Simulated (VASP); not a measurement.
Here is a VASP 6.6.1 calculation.

The input INCAR:

```
SYSTEM = TaMo2Au2
PREC = Accurate ; ENCUT = 520
EDIFF = 1E-7 ; ISMEAR = 0
SIGMA = 0.1 ; LREAL = .False.
LASPH = .True. ; NELM = 80
ALGO = Normal ; ISIF = 2
LWAVE = .False. ; LCHARG = .False.
GGA = PE ; NBANDS = 38
```

File KPOINTS:

```
regular mesh
0
Gamma
  6 6 4
  0 0 0
```

POSCAR

```
TaMo2Au2
1.0
    3.0050742308      0.0000000000      0.0000000000
   -1.5025371154      2.6024706241      0.0000000000
    0.0000000000      0.0000000000     11.2196049268
Ta Mo Au
1 2 2
Direct
    0.0000000000      0.0000000000      0.0000000000
    0.6666666667      0.3333333333      0.4193900312
    0.3333333333      0.6666666667      0.5806099688
    0.6666666667      0.3333333333      0.7921992354
    0.3333333333      0.6666666667      0.2078007646
```

Potentials or basis: VASP PAW PBE potentials, release 64 (Ta_pv, Mo_sv, Au).

The run is started by

```sh
$ cat potpaw_PBE.64/Ta_pv/POTCAR potpaw_PBE.64/Mo_sv/POTCAR potpaw_PBE.64/Au/POTCAR > POTCAR
$ mpirun -np 1 vasp_std > vasp.out
```

Estimate the largest force.

0.108 eV/Å.

Predict the band gap on the k mesh.

zero (an odd number of electrons rules out a gap without spin polarisation).

Estimate the pressure.

0.1 GPa.

Stress tensor (GPa, compression positive):
```
0.00 0.00 0.00
0.00 0.00 0.00
0.00 0.00 0.18
```

Caveat: the k points lie up to 0.40 Å⁻¹ apart, too coarse for converged energies and pressures of a metal; spin-orbit coupling is left out, which moves the levels of the heavy elements.
